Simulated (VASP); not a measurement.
# Ta2N in VASP: further runs, part 2 of 2

VASP 6.6.1. The steps go on from the part before.

## (4) Single point, PBE

This run uses another cell than the first one, of 13.55 Å³/atom, 0.997 times its volume.

File INCAR:

```
ALGO = Normal
EDIFF = 1E-6
ENCUT = 520
GGA = PE
ISIF = 2
ISMEAR = 0
LASPH = T
LCHARG = F
LREAL = F
LWAVE = F
NBANDS = 20
NELM = 100
PREC = Accurate
SIGMA = 0.1
```

File KPOINTS:

```
k-points
0
Gamma
  18 18 10
```

File POSCAR:

```
Ta2N
1.0
    3.1011703645      0.0000000000      0.0000000000
   -1.5505851823      2.6856923171      0.0000000000
    0.0000000000      0.0000000000      4.8823535609
Ta N
2 1
Direct
    0.3333333333      0.6666666667      0.7551016619
    0.6666666667      0.3333333333      0.2448983381
    0.0000000000      0.0000000000      0.5000000000
```

Potentials or basis: VASP PAW PBE potentials, release 64 (Ta_pv, N).

Started as:

```sh
$ cat potpaw_PBE.64/Ta_pv/POTCAR potpaw_PBE.64/N/POTCAR > POTCAR
$ mpirun -np 1 vasp_std > vasp.out
```

OUTCAR:

```text
EDIFF = 1E-6
   ENCUT = 520
   GGA = PE
   ISIF = 2
   ISMEAR = 0
   LASPH = T
   LREAL = F
   NELM = 100
   PREC = Accurate

 ion  position               nearest neighbor table
   1  0.333  0.667  0.755-   3 2.18   3 2.18   3 2.18   2 2.99   2 2.99   2 2.99   2 3.07   2 3.07
                             2 3.07
   2  0.667  0.333  0.245-   3 2.18   3 2.18   3 2.18   1 2.99   1 2.99   1 2.99   1 3.07   1 3.07
                             1 3.07
   3  0.000  0.000  0.500-   1 2.18   2 2.18   2 2.18   1 2.18   2 2.18   1 2.18

  LATTYP: Found a hexagonal cell.
 ALAT       =     3.1011703645
 C/A-ratio  =     1.5743583831

  Lattice vectors:

 A1 = (   3.1011703645,   0.0000000000,   0.0000000000)
 A2 = (  -1.5505851823,   2.6856923171,   0.0000000000)
 A3 = (   0.0000000000,   0.0000000000,   4.8823535609)

Analysis of symmetry for initial positions (statically):
=====================================================================
 Subroutine PRICEL returns:
 Original cell was already a primitive cell.

 Routine SETGRP: Setting up the symmetry group for a
 hexagonal supercell.

[... 162 lines left out ...]
  ext. energy  EPLUGINS =         0.00000000
  ---------------------------------------------------
  free energy    TOTEN  =       -34.38681266 eV

  energy without entropy =      -34.38030015  energy(sigma->0) =      -34.38355641

 E-fermi :   7.5097     XC(G=0): -12.8734

 val. band max:        7.5070766765   @ k =   0.2778   0.2778   0.5000
 cond. band min:       7.5107739365   @ k =   0.3333   0.2778   0.5000
 fundamental gap:      0.0036972600
 Fermi energy:         7.5097385133

 k-point     1 :       0.0000    0.0000    0.0000
  band No.  band energies     occupation
      1     -28.1752      2.00000
      2     -27.4452      2.00000
      3     -27.4452      2.00000
      4     -27.3220      2.00000
      5     -27.3220      2.00000
      6     -27.2162      2.00000
[... 541 lines left out ...]
     19      12.1566      0.00000
     20      12.3220      0.00000

 [... further k-points ...]
[... 5 lines left out ...]
  --------------------------------------------------------------------------------------
  -------------------------------------------------------------------------------------
  Total        0.1051043      0.1051043      0.0901176     -0.0000000      0.0000000      0.0000000
  in kB        4.1411390      4.1411390      3.5506604     -0.0000000      0.0000000      0.0000000
  external PRESSURE =       3.9443128 kB  Pullay stress =       0.0000000 kB

 VOLUME and BASIS-vectors are now :
 -----------------------------------------------------------------------------
  energy-cutoff  :      520.00
  volume of cell :       40.66
      direct lattice vectors                 reciprocal lattice vectors
     3.101170365  0.000000000  0.000000000     0.322458905  0.186171736  0.000000000
    -1.550585182  2.685692317  0.000000000     0.000000000  0.372343471  0.000000000
     0.000000000  0.000000000  4.882353561     0.000000000  0.000000000  0.204819251

 POSITION                                       TOTAL-FORCE (eV/Angst)
 -----------------------------------------------------------------------------------
     -0.00000      1.79046      3.68667         0.000000     -0.000000      0.044263
      1.55059      0.89523      1.19568        -0.000000      0.000000     -0.044263
      0.00000      0.00000      2.44118         0.000000      0.000000      0.000000
 -----------------------------------------------------------------------------------
    total drift:                                0.000000     -0.000000      0.000000

  FREE ENERGIE OF THE ION-ELECTRON SYSTEM (eV)
  ---------------------------------------------------
  free  energy   TOTEN  =       -34.3868126615 eV

  energy  without entropy=      -34.3803001498  energy(sigma->0) =      -34.38355641
```

It took 7.9 min on 1 thread of Oxide Virtual Turin-like, shared host; peak memory 0.31 GiB.

Results:

* Free energy: -34.3868 eV
* Pressure: 0.4 GPa
* Largest force: 0.044 eV/Å

Forces in eV/Å, atoms in the order of the input:
```
Ta   0.000  0.000  0.044
Ta   0.000  0.000 -0.044
N    0.000  0.000  0.000
```

Caveat: spin-orbit coupling is left out, which moves the levels of the heavy elements.

## (5) Relaxation of cell and atoms, PBE

File INCAR:

```
PREC     = Accurate       # precision mode
ENCUT    = 600            # plane-wave cutoff, eV
EDIFF    = 1E-7           # SCF threshold, eV
ISMEAR   = 0              # smearing method
SIGMA    = 0.1            # smearing width, eV
LREAL    = F              # projectors in reciprocal space
LASPH    = T              # aspherical terms in the spheres
NELM     = 60             # most SCF steps
ALGO     = Normal         # electronic algorithm
ISIF     = 3              # what is computed and relaxed
LWAVE    = F              # write WAVECAR
LCHARG   = F              # write CHGCAR
GGA      = PE             # functional
IBRION   = 2              # ionic algorithm
NSW      = 100            # ionic steps
EDIFFG   = -0.01          # ionic threshold
```

File KPOINTS:

```
Automatic mesh
0
Gamma
  18 18 10
```

File POSCAR:

```
Ta2N
1.0
    3.1147406689      0.0000000000      0.0000000000
   -1.5573703345      2.6974445455      0.0000000000
    0.0000000000      0.0000000000      4.8563767997
Ta N
2 1
Direct
    0.3333333333      0.6666666667      0.7525084988
    0.6666666667      0.3333333333      0.2474915012
    0.0000000000      0.0000000000      0.5000000000
```

Potentials or basis: VASP PAW PBE potentials, release 64 (Ta_pv, N).

Started as:

```sh
$ cat potpaw_PBE.64/Ta_pv/POTCAR potpaw_PBE.64/N/POTCAR > POTCAR
$ mpirun -np 1 vasp_std > vasp.out
```

OUTCAR:

```text
PREC = Accurate
   ENCUT = 600
   EDIFF = 1E-7
   ISMEAR = 0
   LREAL = F
   LASPH = T
   NELM = 60
   ISIF = 3
   GGA = PE
   IBRION = 2
   NSW = 100
   EDIFFG = -0.01

 ion  position               nearest neighbor table
   1  0.333  0.667  0.753-   3 2.18   3 2.18   3 2.18   2 3.00   2 3.00   2 3.00   2 3.04   2 3.04
                             2 3.04
   2  0.667  0.333  0.247-   3 2.18   3 2.18   3 2.18   1 3.00   1 3.00   1 3.00   1 3.04   1 3.04
                             1 3.04
   3  0.000  0.000  0.500-   1 2.18   2 2.18   2 2.18   1 2.18   2 2.18   1 2.18

  LATTYP: Found a hexagonal cell.
 ALAT       =     3.1147406689
 C/A-ratio  =     1.5591592739

  Lattice vectors:

 A1 = (   3.1147406689,   0.0000000000,   0.0000000000)
 A2 = (  -1.5573703345,   2.6974445455,   0.0000000000)
 A3 = (   0.0000000000,   0.0000000000,   4.8563767997)

[... 404 lines left out ...]
  ext. energy  EPLUGINS =         0.00000000
  ---------------------------------------------------
  free energy    TOTEN  =       -34.38957044 eV

  energy without entropy =      -34.38311665  energy(sigma->0) =      -34.38634355

 E-fermi :   7.5017     XC(G=0): -12.8692

 val. band max:        7.4958101799   @ k =   0.1111   0.0000   0.0000
 cond. band min:       7.5051907259   @ k =  -0.0556   0.5000   0.3000
 fundamental gap:      0.0093805460
 Fermi energy:         7.5016969101

 k-point     1 :       0.0000    0.0000    0.0000
  band No.  band energies     occupation
      1     -28.1821      2.00000
      2     -27.4543      2.00000
      3     -27.4543      2.00000
      4     -27.3316      2.00000
      5     -27.3316      2.00000
      6     -27.2274      2.00000
[... 457 lines left out ...]
      4     -27.6774      2.00000
      5     -27.4556      2.00000
      6     -27.4513      2.00000
[... 9 lines left out ...]
     16      10.6541      0.00000
     17      11.3021      0.00000

 [... further k-points ...]
[... 5 lines left out ...]
  --------------------------------------------------------------------------------------
  -------------------------------------------------------------------------------------
  Total        0.0033386      0.0033386      0.0033934     -0.0000000      0.0000000     -0.0000000
  in kB        0.1314272      0.1314272      0.1335831     -0.0000000      0.0000000     -0.0000000
  external PRESSURE =       0.1321459 kB  Pullay stress =       0.0000000 kB
[... 18 lines left out ...]
  FREE ENERGIE OF THE ION-ELECTRON SYSTEM (eV)
  ---------------------------------------------------
  free  energy   TOTEN  =       -34.3895704420 eV

  energy  without entropy=      -34.3831166511  energy(sigma->0) =      -34.38634355

 reached required accuracy - stopping structural energy minimisation
```

OSZICAR:

```text
N       E                     dE             d eps       ncg     rms          rms(c)
DAV:   1     0.233976812928E+03    0.23398E+03   -0.16949E+04 11228   0.181E+03
DAV:   2    -0.279587883497E+02   -0.26194E+03   -0.25917E+03 13417   0.469E+02
[... 60 lines left out ...]
DAV:   1    -0.343896203734E+02   -0.61074E-04   -0.34705E-03 11228   0.519E-01    0.446E-02
DAV:   2    -0.343895827446E+02    0.37629E-04   -0.10180E-04 15694   0.830E-02    0.230E-02
DAV:   3    -0.343895702203E+02    0.12524E-04   -0.31218E-05 15429   0.418E-02    0.622E-03
DAV:   4    -0.343895702570E+02   -0.36724E-07   -0.14668E-06 15365   0.998E-03    0.443E-03
DAV:   5    -0.343895703853E+02   -0.12827E-06   -0.12196E-07  7301   0.270E-03    0.141E-03
DAV:   6    -0.343895704420E+02   -0.56778E-07   -0.28453E-08  6073   0.161E-03
   7 F= -.34389570E+02 E0= -.34386344E+02  d E =-.316132E-03
```

CONTCAR:

```text
Ta2N
   1.00000000000000
     3.1015377580163390    0.0000000000002441   -0.0000000000000000
    -1.5507688790577459    2.6860104892703180   -0.0000000000000000
    -0.0000000000000000   -0.0000000000000000    4.8855114211546757
  Ta              N
     2     1
Direct
     0.3333333332999970    0.6666666667000030    0.7554899042582184
     0.6666666667000030    0.3333333332999970    0.2445100957417816
     0.0000000000000000    0.0000000000000000    0.5000000000000000

  0.00000000E+00  0.00000000E+00  0.00000000E+00
  0.00000000E+00  0.00000000E+00  0.00000000E+00
  0.00000000E+00  0.00000000E+00  0.00000000E+00
```

Run time: 40 min. Hardware: 1 thread of Oxide Virtual Turin-like, shared host; peak memory 0.38 GiB.

Results:

- Free energy: -34.3896 eV
- Relaxed volume: 13.57 Å³/atom
- Relaxed cell: a = 3.102 Å, b = 3.102 Å, c = 4.886 Å, α = 90.00°, β = 90.00°, γ = 120.00°
- Space group after relaxing (to 0.05 Å): P-3m1 (No. 164)
- Energy gained by relaxing: 1.4 meV/atom
- Ionic steps: 7
- Pressure after relaxing: 0.0 GPa

Step by step:
```csv
step,energy change (eV),largest force (eV/Å),pressure (GPa),volume (Å³)
1,0.0000,0.2342,0.02,40.80
2,-0.0031,0.0028,-0.60,40.81
3,-0.0032,0.0243,-0.66,40.81
4,-0.0030,0.0226,1.49,40.48
5,-0.0037,0.0225,0.33,40.66
6,-0.0041,0.0029,-0.05,40.71
7,-0.0041,0.0011,0.01,40.70
```

Final structure:
```yaml
crystal:
  lattice:
    - [3.10154, 0.00000, 0.00000]
    - [-1.55077, 2.68601, 0.00000]
    - [0.00000, 0.00000, 4.88551]
  atoms:
    - { symbol: Ta, position: [0.33333, 0.66667, 0.75549] }
    - { symbol: Ta, position: [0.66667, 0.33333, 0.24451] }
    - { symbol: N, position: [0.00000, 0.00000, 0.50000] }
```

Levels at points of the mesh, in eV from the Fermi level:
| k point | band 10 | band 11 | band 12 | band 13 | band 14 | band 15 | band 16 | band 17 |
| --- | --- | --- | --- | --- | --- | --- | --- | --- |
| (0.00, 0.00, 0.00) | -5.99 | -4.99 | -0.71 | -0.23 | -0.23 | 0.25 | 0.34 | 0.34 |
| (0.50, 0.00, 0.00) | -6.32 | -4.55 | -2.61 | -1.36 | 1.67 | 1.95 | 3.77 | 4.01 |
| (0.00, 0.00, 0.50) | -6.16 | -2.94 | -2.66 | -1.08 | -1.08 | 1.75 | 1.97 | 2.31 |
| (0.50, 0.00, 0.50) | -6.06 | -3.30 | -2.16 | -2.11 | -0.34 | 0.73 | 3.36 | 3.60 |

Caveat: spin-orbit coupling is left out, which moves the levels of the heavy elements.

## (6) Overview

| task | spin | cell | k mesh | cutoff (eV) | gap on the mesh (eV) | pressure (GPa) | largest force (eV/Å) |
| --- | --- | --- | --- | --- | --- | --- | --- |
| single point | off | a = 3.115, b = 3.115, c = 4.856 Å, angles 90.0, 90.0, 120.0°, 3 atoms | 6 × 6 × 4 | 520 | none | 0.2 | 0.05 |
| single point | collinear, ferromagnetic start | a = 3.115, b = 3.115, c = 4.856 Å, angles 90.0, 90.0, 120.0°, 3 atoms | 6 × 6 × 4 | 520 | none | 0.2 | 0.05 |
| single point | off | a = 3.101, b = 3.101, c = 4.882 Å, angles 90.0, 90.0, 120.0°, 3 atoms | 18 × 18 × 10 | 520 | none | 0.4 | 0.04 |
| relaxation of cell and atoms | off | relaxed from a = 3.115, b = 3.115, c = 4.856 Å, angles 90.0, 90.0, 120.0°, 3 atoms | 18 × 18 × 10 | 600 | none | 0.0 | - |

Alike in all rows: level PBE; potentials or basis VASP PAW PBE potentials, release 64 (Ta_pv, N); smearing gaussian 0.1 eV.

Caveats: some runs use coarse meshes; spin-orbit coupling is left out, which moves the levels of the heavy elements.

Total energies depend on the potentials used, so only differences within one code and one set of settings carry meaning.
